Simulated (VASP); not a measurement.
CoO: single point with PBE

The system is CoO.

```
Co O
1.0
     0.00000    2.13150    2.13150
     2.13150    0.00000    2.13150
     2.13150    2.13150    0.00000
Co O
1 1
Direct
  0.00000 0.00000 0.00000
  0.50000 0.50000 0.50000
```

```yaml
Program: VASP 6.6.1
Task: single point
Functional: PBE
Potentials_or_basis: VASP PAW PBE potentials, release 64 (Co, O)
Cutoff: 520 eV
k_mesh: 11 × 11 × 11
Occupations: gaussian, width 0.014 eV
Spin: collinear spin, ferromagnetic start
Starting_moments: "[2.0, 0.0] μB"
Dipole_correction: no
Further_INCAR_settings: ALGO = Normal; EDIFF = 1e-06; NBANDS = 18
```

```
Pressure                                              : -2.5 GPa
Net moment                                            : 2.93 μB per cell
Site moments                                          : Co +2.57; O +0.30 μB
Valence electrons inside the program's atomic spheres : Co 7.79; O 4.98
```

Levels at points of the mesh, in eV from the Fermi level:
Spin up:
| k point | band 6 | band 7 | band 8 | band 9 | band 10 | band 11 | band 12 | band 13 |
| --- | --- | --- | --- | --- | --- | --- | --- | --- |
| (0.00, 0.00, 0.00) | -3.12 | -3.09 | -3.09 | -3.09 | 0.98 | 16.84 | 18.11 | 18.11 |
Spin down:
| k point | band 2 | band 3 | band 4 | band 5 | band 6 | band 7 | band 8 | band 9 | band 10 | band 11 |
| --- | --- | --- | --- | --- | --- | --- | --- | --- | --- | --- |
| (0.00, 0.00, 0.00) | -2.55 | -2.55 | -2.55 | -1.11 | -1.11 | -1.11 | 0.05 | 0.05 | 1.52 | 16.75 |

Wall time 32 s on 1 thread of Intel(R) Xeon(R) Platinum 8488C (Sapphire Rapids), with other jobs on the host, peak memory 0.16 GiB.

Caveat: a cell with one magnetic atom can't hold antiferromagnetic order, which such compounds often take; semilocal functionals often make such compounds metallic where correlation or magnetic order opens a gap, which also shifts bond lengths. With open d or f shells a metallic result of PBE can be an artefact of self-interaction; +U or a hybrid may open a gap.
